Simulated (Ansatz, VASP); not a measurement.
TiB2 in VASP and in Ansatz

```
Ti B
1.0
     3.02920    0.00000    0.00000
    -1.51460    2.62336    0.00000
     0.00000    0.00000    3.29297
Ti B
1 2
Direct
  0.00000 0.00000 0.00000
  0.33333 0.66667 0.50000
  0.66667 0.33333 0.50000
```

Change from the starting cell: zz strain of +2 %.

Alike in both runs: task single point; functional PBE; k mesh 15 × 15 × 13; occupations fermi-dirac, width 0.08 eV; no spin polarisation.

|  | VASP | Ansatz |
| --- | --- | --- |
| version | VASP 6.6.1 | Ansatz 0.2.0 |
| potentials or method | VASP PAW PBE potentials, release 64 (Ti_sv, B), cutoff 520 eV | all-electron LAPW, scalar-relativistic |

Ansatz gave:

* pressure (GPa): -3.9
* traceless stress, the component that is largest in VASP (GPa): -5.11

**Question.** What did VASP give for the same quantities?

**Answer.** Pressure (GPa): -3.7; traceless stress, the component that is largest in VASP (GPa): -5.12.

Ansatz ran all-electron here, and VASP with PAW potentials.
